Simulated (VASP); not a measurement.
# MgBe5ZnCdTe8 (P1) in VASP: notebook

Runs on MgBe5ZnCdTe8. Level: PBEsol. Tasks: single point.

All numbers are computed with VASP 6.6.1; they aren't measurements. Logs are shortened: lines on timing, memory, paths and dates and some standing lists are left out, and cuts for length are marked.

## (1) The cell of the first run

The typed cell holds 16 atoms: a = 6.870 Å, b = 8.284 Å, c = 8.301 Å, α = 120.44°, β = 89.95°, γ = 90.07°.

## (2) Single point, PBEsol

Input file INCAR:

```
SYSTEM = MgBe5ZnCdTe8
ALGO = Normal
EDIFF = 1E-6
ENCUT = 520
GGA = PS
ISIF = 2
ISMEAR = 0
LASPH = .TRUE.
LCHARG = .FALSE.
LREAL = Auto
LWAVE = .FALSE.
NBANDS = 56
NELM = 80
PREC = Accurate
SIGMA = 0.02
```

Input file KPOINTS:

```
k-points
0
G
  4 3 3
  0 0 0
```

Input file POSCAR:

```
MgBe5ZnCdTe8
1.0
   -0.0007180000     -0.0041110000     -6.8699830000
    4.1103140000      7.1926770000      0.0048200000
    4.1266860000     -7.2022740000     -0.0039160000
Be Mg Zn Cd Te
5 1 1 1 8
Direct
    0.9987504191      0.1614081380      0.3325304598
    0.9970413010      0.1695574423      0.8310701706
    0.9979688708      0.6724980749      0.3286574206
    0.9990369342      0.6686269570      0.8397980696
    0.5013101267      0.8348010723      0.1659431714
    0.4889820523      0.8271963765      0.6652078995
    0.4934433341      0.3363630543      0.6671022914
    0.4865926278      0.3365960360      0.1730228842
    0.6416524398      0.1457236330      0.3325191099
    0.6477614691      0.1699673014      0.8249230786
    0.6451895073      0.6870709016      0.3211374562
    0.6421095327      0.6713636343      0.8557343352
    0.1111403623      0.3351076912      0.6659808820
    0.0870054784      0.3344617447      0.1682676068
    0.0911056606      0.8321960415      0.6662975060
    0.1362283937      0.8346453929      0.1662401213
```

Potentials or basis: VASP PAW PBE potentials, release 64 (Be, Mg, Zn, Cd, Te).

Started as:

```console
> cat potpaw_PBE.64/Be/POTCAR potpaw_PBE.64/Mg/POTCAR potpaw_PBE.64/Zn/POTCAR potpaw_PBE.64/Cd/POTCAR potpaw_PBE.64/Te/POTCAR > POTCAR
> mpirun -np 1 vasp_std > vasp.out
```

OUTCAR:

```text
SYSTEM = MgBe5ZnCdTe8
   EDIFF = 1E-6
   ENCUT = 520
   GGA = PS
   ISIF = 2
   ISMEAR = 0
   LASPH = .TRUE.
   LREAL = Auto
   NELM = 80
   PREC = Accurate

 ion  position               nearest neighbor table
   1  0.999  0.161  0.333-   9 2.46  14 2.50  13 2.51  16 2.52
   2  0.997  0.170  0.831-  10 2.40  14 2.49  15 2.50  13 2.50
   3  0.998  0.672  0.329-  11 2.43  14 2.49  15 2.50  16 2.52
   4  0.999  0.669  0.840-  12 2.46  13 2.50  15 2.51  16 2.52
   5  0.501  0.835  0.166-  11 2.40   9 2.42  12 2.42  16 2.51
   6  0.489  0.827  0.665-  10 2.68  11 2.70  12 2.71  15 2.73
[... 8 lines left out ...]
  15  0.091  0.832  0.666-   2 2.50   3 2.50   4 2.51   6 2.73
  16  0.136  0.835  0.166-   5 2.51   1 2.52   4 2.52   3 2.52

  LATTYP: Found a triclinic cell.
 ALAT       =     8.2842807073
 B/A-ratio  =     0.9942934011
 C/A-ratio  =     0.8292795126
 COS(alpha) =     0.0002135639
 COS(beta)  =     0.0011532297
 COS(gamma) =     0.4951463639

  Lattice vectors:

 A1 = (  -4.1103140000,  -7.1926770000,  -0.0048200000)
 A2 = (  -8.2370000000,   0.0095970000,  -0.0009040000)
 A3 = (  -0.0007180000,  -0.0041110000,  -6.8699830000)

Analysis of symmetry for initial positions (statically):
=====================================================================
 Subroutine PRICEL returns:
 Original cell was already a primitive cell.

 Routine SETGRP: Setting up the symmetry group for a
 triclinic supercell.

 Subroutine GETGRP returns: Found  1 space group operations
 (whereof  1 operations were pure point group operations)
 out of a pool of  2 trial point group operations.

The static configuration has the point symmetry C_1 .

Analysis of symmetry for dynamics (positions and initial velocities):
=====================================================================
 Subroutine PRICEL returns:
 Original cell was already a primitive cell.

 Routine SETGRP: Setting up the symmetry group for a
 triclinic supercell.

 Subroutine GETGRP returns: Found  1 space group operations
 (whereof  1 operations were pure point group operations)
 out of a pool of  2 trial point group operations.

The dynamic configuration has the point symmetry C_1 .

 Subroutine INISYM returns: Found  1 space group operations
 (whereof  1 operations are pure point group operations),
 and found     1 'primitive' translations

----------------------------------------------------------------------------------------

                                     Primitive cell

  volume of cell :     407.2904

  direct lattice vectors                    reciprocal lattice vectors
    -0.000718000 -0.004111000 -6.869983000     0.000016078  0.000088356 -0.145560822
     4.110314000  7.192677000  0.004820000     0.121484529  0.069607005 -0.000054350
     4.126686000 -7.202274000 -0.003916000     0.121322642 -0.069330834  0.000028808

  length of vectors
     6.869984268  8.284280707  8.300741139     0.145560850  0.140012960  0.139735282

  position of ions in fractional coordinates (direct lattice)
     0.998750419  0.161408138  0.332530460
     0.997041301  0.169557442  0.831070171
     0.997968871  0.672498075  0.328657421
     0.999036934  0.668626957  0.839798070
     0.501310127  0.834801072  0.165943171
     0.488982052  0.827196376  0.665207899
[... 8 lines left out ...]
     0.091105661  0.832196041  0.666297506
     0.136228394  0.834645393  0.166240121

  ion indices of the primitive-cell ions
   primitive index   ion index
                 1           1
                 2           2
                 3           3
                 4           4
                 5           5
                 6           6
[... 8 lines left out ...]
                15          15
                16          16

----------------------------------------------------------------------------------------

 KPOINTS: k-points

Automatic generation of k-mesh.
 Grid dimensions read from file:
 generate k-points for:    4    3    3

 Generating k-lattice:

  Cartesian coordinates                     Fractional coordinates (reciprocal lattice)
     0.000004020  0.000022089 -0.036390206     0.250000000 -0.000000000  0.000000000
     0.040494843  0.023202335 -0.000018117     0.000000000  0.333333333  0.000000000
     0.040440881 -0.023110278  0.000009603     0.000000000 -0.000000000  0.333333333

  Length of vectors
     0.036390213  0.046670987  0.046578427

  Shift w.r.t. Gamma in fractional coordinates (k-lattice)
     0.000000000  0.000000000  0.000000000

 Subroutine IBZKPT returns following result:
 ===========================================

 Found     19 irreducible k-points:

 Following reciprocal coordinates:
            Coordinates               Weight
  0.000000  0.000000  0.000000      1.000000
  0.250000  0.000000  0.000000      2.000000
  0.500000  0.000000  0.000000      1.000000
  0.000000  0.333333 -0.000000      2.000000
  0.250000  0.333333  0.000000      2.000000
  0.500000  0.333333 -0.000000      2.000000
[... 11 lines left out ...]
  0.500000 -0.333333  0.333333      2.000000
 -0.250000 -0.333333  0.333333      2.000000
   k-points           NKPTS =     19   k-points in BZ     NKDIM =     19   number of bands    NBANDS=     56
   number of dos      NEDOS =    301   number of ions     NIONS =     16
   total plane-waves  NPLWV = 221184
   dimension x,y,z NGX =    54 NGY =   64 NGZ =   64
   dimension x,y,z NGXF=   108 NGYF=  128 NGZF=  128
   ions per type =               5   1   1   1   8
   NGX,Y,Z   is equivalent  to a cutoff of  13.07, 12.84, 12.82 a.u.
   NGXF,Y,Z  is equivalent  to a cutoff of  26.13, 25.69, 25.64 a.u.
 SYSTEM =  MgBe5ZnCdTe8
   PREC   = accura    normal or accurate (medium, high low for compatibility)
   ISTART =      0    job   : 0-new  1-cont  2-samecut
   ICHARG =      2    charge: 1-file 2-atom 10-const
   ISPIN  =      1    spin polarized calculation?
   LNONCOLLINEAR =      F non collinear calculations
   LSORBIT =      F    spin-orbit coupling
   LASPH  =      T    aspherical Exc in radial PAW
   ENCUT  =  520.0 eV  38.22 Ry    6.18 a.u.  12.77 15.40 15.43*2*pi/ulx,y,z
   NELM   =     80;   NELMIN=  2; NELMDL= -5     # of ELM steps
   EDIFF  = 0.1E-05   stopping-criterion for ELM
   LREAL  =      T    real-space projection
   EDIFFG = 0.1E-04   stopping-criterion for IOM
   NSW    =      0    number of steps for IOM
   IBRION =     -1    ionic relax: 0-MD 1-quasi-New 2-CG
   NFREE  =      0    steps in history (QN), initial steepest desc. (CG)
   ISIF   =      2    stress and relaxation
   ISYM   =      2    0-nonsym 1-usesym 2-fastsym
   POTIM  = 0.5000    time-step for ionic-motion
   TEBEG  =    0.0;   TEEND  =   0.0 temperature during run
   PSTRESS=    0.0 pullay stress
   NELECT =      84.0000    total number of electrons
   NUPDOWN=      -1.0000    fix difference up-down
   EMIN   =  10.00;   EMAX   =-10.00  energy-range for DOS
   EFERMI =   0.00;   METHOD = LEGACY
   ISMEAR =     0;   SIGMA  =   0.02  broadening in eV -4-tet -1-fermi 0-gaus
   EFERMI_NEDOS =   21; number of points for ismear=-14 and -15
   IALGO  =     38    algorithm
   IMIX   =      4    mixing-type and parameters
     AMIX     =   0.40;   BMIX     =  1.00
     AMIX_MAG =   1.60;   BMIX_MAG =  1.00
  volume/ion in A,a.u.               =      25.46       171.78
  Fermi-wavevector in a.u.,A,eV,Ry     =   0.967238  1.827814 12.728913  0.935549
  Thomas-Fermi vector in A             =   2.097107
   LORBIT       =      0    0 simple, 1 ext, 2 COOP (PROOUT), +10 PAW based schemes
   GGA     = PS    functional components
   LHFCALC =     F    Hartree Fock is set to
   AEXX    =    0.0000 exact exchange contribution
   IVDW    =     0    specifies the selected vdW correction
   LEPSILON=     F    determine dielectric tensor
   LRPA    =     F    only Hartree local field effects (RPA)
 non-spin polarized calculation
 Gauss-broadening in eV      SIGMA  =   0.02
  energy-cutoff  :      520.00
  volume of cell :      407.29
 maximum number of plane-waves:     11009
 NGX is ok and might be reduce to    54
   NGX = 25   NGY = 31   NGZ = 31

 number of electron      84.0000008 magnetization

 Free energy of the ion-electron system (eV)
  ---------------------------------------------------
  ext. energy  EPLUGINS =         0.00000000
  ---------------------------------------------------
  free energy    TOTEN  =       -58.35854396 eV

  energy without entropy =      -58.35854396  energy(sigma->0) =      -58.35854396

 E-fermi :   4.4115     XC(G=0):  -9.0412

 val. band max:        4.2784259072   @ k =   0.0000   0.0000   0.0000
 cond. band min:       5.9585543607   @ k =   0.5000   0.0000   0.0000
 fundamental gap:      1.6801284535
 Fermi energy:         4.4115088904

 k-point     1 :       0.0000    0.0000    0.0000
  band No.  band energies     occupation
      1      -7.9120      2.00000
      2      -6.9428      2.00000
      3      -6.8718      2.00000
      4      -6.8194      2.00000
      5      -6.7708      2.00000
      6      -6.4648      2.00000
[... 46 lines left out ...]
     53       8.0419      0.00000
     54       8.0720      0.00000

 k-point     2 :       0.2500    0.0000    0.0000
  band No.  band energies     occupation
      1      -7.7989      2.00000
      2      -7.0572      2.00000
      3      -6.8163      2.00000
      4      -6.7831      2.00000
      5      -6.7756      2.00000
      6      -6.4958      2.00000
[... 46 lines left out ...]
     53       8.0110      0.00000
     54       8.0804      0.00000

 k-point     3 :       0.5000    0.0000    0.0000
  band No.  band energies     occupation
      1      -7.5879      2.00000
      2      -7.3154      2.00000
      3      -6.7461      2.00000
      4      -6.7217      2.00000
      5      -6.6836      2.00000
      6      -6.6088      2.00000
[... 46 lines left out ...]
     53       7.5940      0.00000
     54       7.7330      0.00000
[... 799 lines left out ...]
 k-point    18 :       0.5000   -0.3333    0.3333
  band No.  band energies     occupation
      1      -7.4245      2.00000
      2      -7.2070      2.00000
      3      -6.9868      2.00000
      4      -6.7387      2.00000
      5      -6.7009      2.00000
      6      -6.6658      2.00000
[... 46 lines left out ...]
     53       8.1978      0.00000
     54       8.3802      0.00000

 k-point    19 :      -0.2500   -0.3333    0.3333
  band No.  band energies     occupation
      1      -7.6279      2.00000
      2      -7.1536      2.00000
      3      -6.9137      2.00000
      4      -6.8130      2.00000
      5      -6.7750      2.00000
      6      -6.5773      2.00000
[... 46 lines left out ...]
     53       8.3216      0.00000
     54       8.4490      0.00000
 [bands above 54 left out]

------------------------ aborting loop because EDIFF is reached ----------------------------------------

  FORCE on cell =-STRESS in cart. coord.  units (eV):
  Direction    XX          YY          ZZ          XY          YZ          ZX
  --------------------------------------------------------------------------------------
  -------------------------------------------------------------------------------------
  Total        0.2443169      0.6505874      0.3996340     -0.0104095     -0.0215510     -0.0005901
  in kB        0.9610806      2.5592460      1.5720588     -0.0409484     -0.0847763     -0.0023212
  external PRESSURE =       1.6974618 kB  Pullay stress =       0.0000000 kB

 VOLUME and BASIS-vectors are now :
 -----------------------------------------------------------------------------
  energy-cutoff  :      520.00
  volume of cell :      407.29
      direct lattice vectors                 reciprocal lattice vectors
    -0.000718000 -0.004111000 -6.869983000     0.000016078  0.000088356 -0.145560822
     4.110314000  7.192677000  0.004820000     0.121484529  0.069607005 -0.000054350
     4.126686000 -7.202274000 -0.003916000     0.121322642 -0.069330834  0.000028808

 POSITION                                       TOTAL-FORCE (eV/Angst)
 -----------------------------------------------------------------------------------
      2.03497     -1.23812     -6.86192        -0.000385     -0.013913     -0.006714
      4.12578     -4.77012     -6.85209         0.003864     -0.016641     -0.018066
      4.11973      2.46588     -6.85407         0.000058     -0.011716     -0.008365
      6.21313     -1.24335     -6.86343         0.000898     -0.013050     -0.007353
      4.11573      4.80723     -3.44062         0.002583     -0.000128      0.020546
      6.14479      1.15674     -3.35792        -0.004396     -0.007031     -0.000346
[... 8 lines left out ...]
      6.17012      1.18649     -0.62449        -0.000256      0.007113     -0.005980
      4.11658      4.80547     -0.93251         0.000621      0.001793     -0.006009
 -----------------------------------------------------------------------------------
    total drift:                               -0.003488     -0.001346     -0.007237

  FREE ENERGIE OF THE ION-ELECTRON SYSTEM (eV)
  ---------------------------------------------------
  free  energy   TOTEN  =       -58.3585439568 eV

  energy  without entropy=      -58.3585439568  energy(sigma->0) =      -58.35854396
```

Wall time 6.5 min (1 thread of AMD EPYC 9R45 (Zen 5), shared host); peak memory 0.64 GiB.

Results:

```
Free energy            : -58.3585 eV
Pressure               : 0.2 GPa
Largest force          : 0.025 eV/Å
Band gap on the k mesh : 1.68 eV (least direct gap 1.80 eV)
```

Forces on the atoms (eV/Å):
```
Be   0.000 -0.014 -0.007
Be   0.004 -0.017 -0.018
Be   0.000 -0.012 -0.008
Be   0.001 -0.013 -0.007
Be   0.003  0.000  0.021
Mg  -0.004 -0.007  0.000
Zn  -0.003  0.013  0.005
Cd   0.006  0.000 -0.003
Te   0.003  0.018 -0.003
Te  -0.019  0.008  0.006
Te   0.009 -0.010  0.006
Te  -0.004  0.013  0.002
Te   0.003  0.004  0.000
Te   0.002  0.008  0.017
Te   0.000  0.007 -0.006
Te   0.001  0.002 -0.006
```

Stress tensor (GPa, compression positive):
```
 0.10  0.00  0.00
 0.00  0.26 -0.01
 0.00 -0.01  0.16
```

Levels at points of the mesh, in eV from the valence-band top:
```tsv
k point	band 39	band 40	band 41	band 42	band 43	band 44	band 45	band 46
(0.00, 0.00, 0.00)	-0.93	-0.50	-0.08	0.00	1.80	1.88	2.03	2.19
(0.50, 0.00, 0.00)	-1.20	-1.12	-0.38	-0.27	1.68	1.82	2.07	2.18
```

Caveat: the PAW data sets were made with another functional, which shifts forces and pressure a little; spin-orbit coupling is left out, which moves the levels of the heavy elements. A k mesh can miss the band edges.

## (3) Single point, PBEsol

This run uses another cell than the first one, of 25.40 Å³/atom.

Input file INCAR:

```
  ALGO = Normal
  EDIFF = 1E-6
  ENCUT = 520
  GGA = PS
  ISIF = 2
  ISMEAR = 0
  ISYM = 0
  LASPH = T
  LCHARG = F
  LREAL = Auto
  LWAVE = F
  NBANDS = 56
  NELM = 80
  PREC = Accurate
  SIGMA = 0.1
```

Input file KPOINTS:

```
Automatic mesh
0
Gamma
  2 2 2
  0.5 0.5 0.5
```

Input file POSCAR:

```
MgBe5ZnCdTe8
1.0
   -0.0011181914     -0.0048992922     -6.8813485975
    4.1296974904      7.1286431197      0.0059284039
    4.1486716598     -7.1395978497     -0.0045479207
Be Mg Zn Cd Te
5 1 1 1 8
Direct
   -0.0015291703      0.1611828672      0.3330790044
   -0.0038899232      0.1692557903      0.8314339886
    0.9978659455      0.6725529804      0.3284870616
   -0.0012285414      0.6683397784      0.8397773904
    0.5006980059      0.8351308598      0.1646319114
    0.4886690798      0.8270232784      0.6641112947
    0.4932060473      0.3364208853      0.6674212964
    0.4867988720      0.3373625050      0.1745168331
    0.6421310319      0.1446070671      0.3338845306
    0.6479122738      0.1693571092      0.8266064939
    0.6458232639      0.6867030418      0.3207164240
    0.6424377131      0.6705774303      0.8557409643
    0.1112441031      0.3356282429      0.6655133549
    0.0875866028      0.3350481416      0.1677353759
    0.0916032672      0.8329171145      0.6654783641
    0.1359899384      0.8354763995      0.1652981750
```

Potentials or basis: VASP PAW PBE potentials, release 64 (Be, Mg, Zn, Cd, Te).

Started as:

```console
> cat potpaw_PBE.64/Be/POTCAR potpaw_PBE.64/Mg/POTCAR potpaw_PBE.64/Zn/POTCAR potpaw_PBE.64/Cd/POTCAR potpaw_PBE.64/Te/POTCAR > POTCAR
> mpirun -np 1 vasp_std > vasp.out
```

Wall time 4.2 min (1 thread of Intel Xeon Platinum 8375C at 2.90GHz (Ice Lake), shared host); peak memory 0.53 GiB.

It converged, with:

| Item | Value |
| --- | --- |
| Free energy | -58.4751 eV |
| Pressure | 0.2 GPa |
| Largest force | 0.021 eV/Å |
| Band gap on the k mesh | 2.15 eV |

Forces on the atoms (eV/Å):
```
Be  -0.005  0.002 -0.004
Be   0.004  0.000 -0.016
Be  -0.002  0.001 -0.006
Be   0.004  0.000 -0.006
Be   0.000  0.000  0.006
Mg  -0.003  0.008  0.003
Zn  -0.003  0.009  0.009
Cd  -0.006 -0.001  0.003
Te   0.011 -0.012  0.000
Te  -0.014 -0.008  0.007
Te   0.021 -0.004  0.002
Te  -0.004  0.005  0.003
Te   0.001 -0.002  0.001
Te   0.000  0.000  0.007
Te  -0.001 -0.001 -0.006
Te  -0.002  0.002 -0.001
```

Levels at points of the mesh, in eV from the valence-band top:
```
           k point  band 39  band 40  band 41  band 42  band 43  band 44  band 45  band 46
(0.25, 0.25, 0.25)    -1.00    -0.87    -0.73    -0.49     2.74     2.90     3.15     3.20
```

Caveat: the PAW data sets were made with another functional, which shifts forces and pressure a little; spin-orbit coupling is left out, which moves the levels of the heavy elements; a shifted mesh leaves out Γ, where band edges can lie. A k mesh can miss the band edges.

[end of part 1 of 2]
